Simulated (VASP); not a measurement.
# Si (I4/mmm) in VASP: further runs, part 2 of 2

VASP 6.6.1. The steps go on from the part before.

## (4) Single point, PBE+D3(BJ) (strain +0.025 along x and y, -0.050 along z)

The input, INCAR:

```
ALGO = Normal
EDIFF = 1E-6
ENCUT = 520
GGA = PE
ISIF = 2
ISMEAR = 0
IVDW = 12
LASPH = T
LCHARG = F
LREAL = F
LWAVE = F
NBANDS = 8
NELM = 60
PREC = Accurate
SIGMA = 0.15
```

The input, KPOINTS:

```
k-points
0
Gamma
  28 28 28
```

The input, POSCAR:

```
Si
1.0
    0.0000000000      1.9480334539      1.8054944207
    1.9480334539      0.0000000000      1.8054944207
    1.9480334539      1.9480334539      0.0000000000
Si
1
Direct
    0.0000000000      0.0000000000      0.0000000000
```

Potentials or basis: VASP PAW PBE potentials, release 64 (Si).

The run is started by

```bash
$ cat potpaw_PBE.64/Si/POTCAR > POTCAR
$ mpirun -np 1 vasp_std > vasp.out
```

OUTCAR:

```text
EDIFF = 1E-6
   ENCUT = 520
   GGA = PE
   ISIF = 2
   ISMEAR = 0
   IVDW = 12
   LASPH = T
   LREAL = F
   NELM = 60
   PREC = Accurate
 IVDW          = 12

 ion  position               nearest neighbor table
   1  0.000  0.000  0.000-

  LATTYP: Found a body centered tetragonal cell.
 ALAT       =     2.7549353305
 C/A-ratio  =     1.3107345212

  Lattice vectors:

 A1 = (   0.0000000000,  -1.9480334539,  -1.8054944207)
 A2 = (   0.0000000000,   1.9480334539,  -1.8054944207)
 A3 = (   1.9480334539,   0.0000000000,   1.8054944207)

Analysis of symmetry for initial positions (statically):
=====================================================================
 Subroutine PRICEL returns:
 Original cell was already a primitive cell.

 Routine SETGRP: Setting up the symmetry group for a
 body centered tetragonal supercell.

 Subroutine GETGRP returns: Found 16 space group operations
 (whereof 16 operations were pure point group operations)
 out of a pool of 16 trial point group operations.

The static configuration has the point symmetry D_4h.

Analysis of symmetry for dynamics (positions and initial velocities):
=====================================================================
 Subroutine PRICEL returns:
 Original cell was already a primitive cell.

 Routine SETGRP: Setting up the symmetry group for a
 body centered tetragonal supercell.

 Subroutine GETGRP returns: Found 16 space group operations
 (whereof 16 operations were pure point group operations)
 out of a pool of 16 trial point group operations.

The dynamic configuration has the point symmetry D_4h.

 Subroutine INISYM returns: Found 16 space group operations
 (whereof 16 operations are pure point group operations),
 and found     1 'primitive' translations

----------------------------------------------------------------------------------------

                                     Primitive cell

[... 110 lines left out ...]
  Fermi-wavevector in a.u.,A,eV,Ry     =   1.085980  2.052205 16.046067  1.179353
  Thomas-Fermi vector in A             =   2.222106
   LORBIT       =      0    0 simple, 1 ext, 2 COOP (PROOUT), +10 PAW based schemes
   GGA     = PE    functional components
   LHFCALC =     F    Hartree Fock is set to
   AEXX    =    0.0000 exact exchange contribution
   IVDW    =    12    specifies the selected vdW correction
   LEPSILON=     F    determine dielectric tensor
   LRPA    =     F    only Hartree local field effects (RPA)
 non-spin polarized calculation
 Gauss-broadening in eV      SIGMA  =   0.15
  energy-cutoff  :      520.00
  volume of cell :       13.70
 maximum number of plane-waves:       383
   NGX =  9   NGY =  9   NGZ = 11

 number of electron       4.0000000 magnetization

 Free energy of the ion-electron system (eV)
  ---------------------------------------------------
  ext. energy  EPLUGINS =         0.00000000
  ---------------------------------------------------
  free energy    TOTEN  =        -4.88114175 eV

  energy without entropy =       -4.87646636  energy(sigma->0) =       -4.87880406

 E-fermi :  10.9285     XC(G=0): -11.4164

 val. band max:       10.9274727501   @ k =  -0.1429   0.4286   0.3214
 cond. band min:      10.9297280165   @ k =  -0.4643   0.2500   0.2143
 fundamental gap:      0.0022552664
 Fermi energy:        10.9284639780

 k-point     1 :       0.0000    0.0000    0.0000
  band No.  band energies     occupation
      1      -4.0619      2.00000
      2      22.6119      0.00000
      3      22.8017      0.00000
      4      22.8017      0.00000
      5      22.8084      0.00000
      6      22.8084      0.00000
      7      23.7877      0.00000
      8      28.6125      0.00000
[... 243 lines left out ...]
 k-point    24 :       0.3214    0.0357    0.0000
  band No.  band energies     occupation
      1      -1.0978      2.00000
      2       9.8386      2.00000
      3      18.5664      0.00000
      4      20.4933      0.00000
      5      23.3391      0.00000
      6      23.8793      0.00000
      7      25.7108      0.00000
      8      29.2531      0.00000

 [... further k-points ...]

------------------------ aborting loop because EDIFF is reached ----------------------------------------

 Edisp (eV)   -0.45326

 E8    (eV) :    -0.1853

  FORCE on cell =-STRESS in cart. coord.  units (eV):
  Direction    XX          YY          ZZ          XY          YZ          ZX
  --------------------------------------------------------------------------------------
  -------------------------------------------------------------------------------------
  Total       0.00399     0.00399    -0.08169     0.00000     0.00000    -0.00000
  in kB       0.46617     0.46617    -9.55082     0.00000     0.00000    -0.00000
  external pressure =       -2.87 kB  Pullay stress =        0.00 kB

 VOLUME and BASIS-vectors are now :
 -----------------------------------------------------------------------------
  energy-cutoff  :      520.00
  volume of cell :       13.70
      direct lattice vectors                 reciprocal lattice vectors
     0.000000000  1.948033454  1.805494421    -0.256669103  0.256669103  0.276932454
     1.948033454  0.000000000  1.805494421     0.256669103 -0.256669103  0.276932454
     1.948033454  1.948033454  0.000000000     0.256669103  0.256669103 -0.276932454

 POSITION                                       TOTAL-FORCE (eV/Angst)
 -----------------------------------------------------------------------------------
      0.00000      0.00000      0.00000         0.000000      0.000000     -0.000000
 -----------------------------------------------------------------------------------
    total drift:                                0.000000      0.000000     -0.000000

  FREE ENERGIE OF THE ION-ELECTRON SYSTEM (eV)
  ---------------------------------------------------
  free  energy   TOTEN  =        -5.3343972611 eV

  energy  without entropy=       -5.3297218740  energy(sigma->0) =       -5.33205957
```

stdout:

```text
POSCAR found type information on POSCAR Si
 POSCAR found :  1 types and       1 ions
 scaLAPACK will be used
 LDA part: xc-table for (Slater+PW92), standard interpolation
 POSCAR, INCAR and KPOINTS ok, starting setup
 FFT: planning ... GRIDC
 FFT: planning ... GRID_SOFT
 FFT: planning ... GRID
 WAVECAR not read
 entering main loop
```

Wall time 74 s (1 thread of Intel Xeon Platinum 8488C (Sapphire Rapids), shared host); peak memory 0.25 GiB.

What came out:

```
Free energy                : -5.3344 eV
Pressure                   : -0.3 GPa
Band gap on the k mesh     : zero (band 2 reaches 22.61 eV, above the bottom of band 3 at 7.40 eV)
Dispersion energy per atom : -0.453 eV
```

Stress tensor (GPa, compression positive):
```
 0.05  0.00  0.00
 0.00  0.05  0.00
 0.00  0.00 -0.96
```

Levels at points of the mesh, in eV from the Fermi level:
```csv
k point,band 1,band 2,band 3,band 4,band 5,band 6
"(0.00, 0.00, 0.00)",-14.99,11.68,11.87,11.87,11.88,11.88
"(0.50, 0.00, 0.00)",-7.77,-7.32,8.13,9.73,10.09,11.46
"(0.50, 0.50, 0.00)",-4.84,-3.29,2.35,2.35,3.71,5.97
"(0.50, 0.00, 0.50)",-6.01,-5.18,3.55,4.26,4.66,7.73
```

Caveat: the cell differs from its parent crystal (strain +0.025 along x and y, -0.050 along z); pairwise dispersion overbinds metals, which lowers pressure and volume.

## (5) Single point, PBE+D3(BJ) (strain +0.025 along x and y, -0.025 along z)

The input, INCAR:

```
ALGO = Normal
EDIFF = 1E-6
ENCUT = 520
GGA = PE
ISIF = 2
ISMEAR = 0
IVDW = 12
LASPH = True
LCHARG = False
LREAL = False
LWAVE = False
NBANDS = 8
NELM = 80
PREC = Accurate
SIGMA = 0.15
```

KPOINTS is that of step 4.

The input, POSCAR:

```
Si
1.0
    0.0000000000      1.9480334539      1.8530074317
    1.9480334539      0.0000000000      1.8530074317
    1.9480334539      1.9480334539      0.0000000000
Si
1
Direct
    0.0000000000      0.0000000000      0.0000000000
```

The run is started by

```bash
$ cat potpaw_PBE.64/Si/POTCAR > POTCAR
$ mpirun -np 1 vasp_std > vasp.out
```

Wall time 78 s (1 thread of Intel Xeon Platinum 8488C (Sapphire Rapids), shared host); peak memory 0.26 GiB.

Results (log left out):

* Free energy: -5.3297 eV
* Pressure: -2.7 GPa
* Band gap on the k mesh: zero (band 2 reaches 21.97 eV, above the bottom of band 3 at 7.20 eV)
* Dispersion energy per atom: -0.441 eV

Stress tensor (GPa, compression positive):
```
-2.36  0.00  0.00
 0.00 -2.36  0.00
 0.00  0.00 -3.29
```

Levels at points of the mesh, in eV from the Fermi level:
```csv
k point,band 1,band 2,band 3,band 4,band 5,band 6,band 7
"(0.00, 0.00, 0.00)",-14.74,11.40,11.51,11.51,11.84,11.84,12.48
"(0.50, 0.00, 0.00)",-7.71,-7.16,8.20,9.31,10.32,11.31,13.85
"(0.50, 0.50, 0.00)",-5.01,-3.73,2.61,2.61,3.95,6.20,24.77
"(0.50, 0.00, 0.50)",-5.75,-4.95,3.37,3.84,4.55,7.34,24.98
```

Caveat: the cell differs from its parent crystal (strain +0.025 along x and y, -0.025 along z); pairwise dispersion overbinds metals, which lowers pressure and volume.

## (6) Single point, PBE+D3(BJ) (strain +0.050 along x and y, -0.050 along z)

The input, INCAR:

```
SYSTEM = Si
PREC = Accurate ; ENCUT = 520
EDIFF = 1E-7 ; ISMEAR = 0
SIGMA = 0.15 ; LREAL = .FALSE.
LASPH = .TRUE. ; NELM = 80
ALGO = Normal ; ISIF = 2
LWAVE = .FALSE. ; LCHARG = .FALSE.
GGA = PE ; IVDW = 12
NBANDS = 8
```

The input, KPOINTS:

```
Automatic mesh
0
G
  28 28 28
  0 0 0
```

The input, POSCAR:

```
Si
1.0
    0.0000000000      1.9955464649      1.8054944207
    1.9955464649      0.0000000000      1.8054944207
    1.9955464649      1.9955464649      0.0000000000
Si
1
Direct
    0.0000000000      0.0000000000      0.0000000000
```

Potentials or basis: VASP PAW PBE potentials, release 64 (Si).

The run is started by

```bash
$ cat potpaw_PBE.64/Si/POTCAR > POTCAR
$ mpirun -np 1 vasp_std > vasp.out
```

Run time: 1.7 min. Hardware: 1 thread of Intel Xeon Platinum 8488C (Sapphire Rapids), shared host; peak memory 0.27 GiB.

It converged, with:

```
Free energy                : -5.3261 eV
Pressure                   : -4.3 GPa
Band gap on the k mesh     : zero (band 2 reaches 21.34 eV, above the bottom of band 3 at 6.74 eV)
Dispersion energy per atom : -0.431 eV
```

Stress tensor (GPa, compression positive):
```
-3.83  0.00  0.00
 0.00 -3.83  0.00
 0.00  0.00 -5.19
```

Levels at points of the mesh, in eV from the Fermi level:
| k point | band 1 | band 2 | band 3 | band 4 | band 5 | band 6 | band 7 |
| --- | --- | --- | --- | --- | --- | --- | --- |
| (0.00, 0.00, 0.00) | -14.53 | 11.07 | 11.31 | 11.31 | 11.66 | 11.66 | 12.91 |
| (0.50, 0.00, 0.00) | -7.61 | -6.99 | 7.47 | 9.35 | 9.71 | 11.17 | 14.40 |
| (0.50, 0.50, 0.00) | -4.36 | -2.89 | 1.96 | 1.96 | 3.65 | 5.33 | 24.33 |
| (0.50, 0.00, 0.50) | -5.85 | -5.31 | 3.48 | 4.39 | 4.89 | 7.61 | 24.42 |

Caveat: the cell differs from its parent crystal (strain +0.050 along x and y, -0.050 along z); pairwise dispersion overbinds metals, which lowers pressure and volume.

## (7) The runs side by side

```tsv
cell	gap on the mesh (eV)	pressure (GPa)
a = 2.691, b = 2.691, c = 2.553 Å, angles 61.7, 61.7, 56.6°, 1 atom	none	5.6
a = 2.621, b = 2.621, c = 2.688 Å, angles 59.2, 59.2, 61.7°, 1 atom	none	4.7
a = 2.656, b = 2.656, c = 2.755 Å, angles 58.8, 58.8, 62.5°, 1 atom	none	-0.3
a = 2.689, b = 2.689, c = 2.755 Å, angles 59.2, 59.2, 61.6°, 1 atom	none	-2.7
a = 2.691, b = 2.691, c = 2.822 Å, angles 58.4, 58.4, 63.2°, 1 atom	none	-4.3
```

Alike in all rows: task single point; level PBE+D3(BJ); potentials or basis VASP PAW PBE potentials, release 64 (Si); no spin polarisation; k mesh 28 × 28 × 28; cutoff (eV) 520; smearing gaussian 0.15 eV.

Caveats: pairwise dispersion overbinds metals, which lowers pressure and volume.

Total energies depend on the potentials used, so only differences within one code and one set of settings carry meaning.
